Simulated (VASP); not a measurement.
Wanted: the native input for a VASP 6.6.1 run.

- Task: single point
- Functional: RPBE
- Dispersion: D4
- Potentials or basis: VASP PAW PBE potentials, release 64 (Te, Sn_d)
- Cutoff: 520 eV
- k mesh: 7 × 7 × 7
- Occupations: fermi-dirac, width 0.05 eV
- Spin: no spin polarisation
- Dipole correction: no
- Further INCAR settings: ALGO = Normal; EDIFF = 1e-06; NBANDS = 17

The structure of SnTe lies in POSCAR:

```
SnTe
1.0
    0.0000000000      3.1359697900      3.1359697900
    3.1359697900      0.0000000000      3.1359697900
    3.1359697900      3.1359697900      0.0000000000
Te Sn
1 1
Direct
    0.5000000000      0.5000000000      0.5000000000
    0.0000000000      0.0000000000      0.0000000000
```

These files were run (other wordings do the same):

INCAR

```
PREC = Accurate
ENCUT = 520
EDIFF = 1E-6
ISMEAR = -1
SIGMA = 0.05
LREAL = False
LASPH = True
NELM = 80
ALGO = Normal
ISIF = 2
LWAVE = False
LCHARG = False
GGA = RP
IVDW = 13
NBANDS = 17
```

KPOINTS

```
regular mesh
0
Gamma
  7 7 7
```

Potentials or basis: VASP PAW PBE potentials, release 64 (Te, Sn_d).

Command:

```sh
$ cat potpaw_PBE.64/Te/POTCAR potpaw_PBE.64/Sn_d/POTCAR > POTCAR
$ mpirun -np 1 vasp_std > vasp.out
```

It gave:

```
Pressure                   : 0.0 GPa
Dispersion energy per atom : -0.809 eV
```

Caveat: the PAW data sets were made with another functional, which shifts forces and pressure a little.

Run time: 21 s on 1 thread of Intel(R) Xeon(R) 6975P-C (Granite Rapids), with other jobs on the host, peak memory 0.2 GiB.
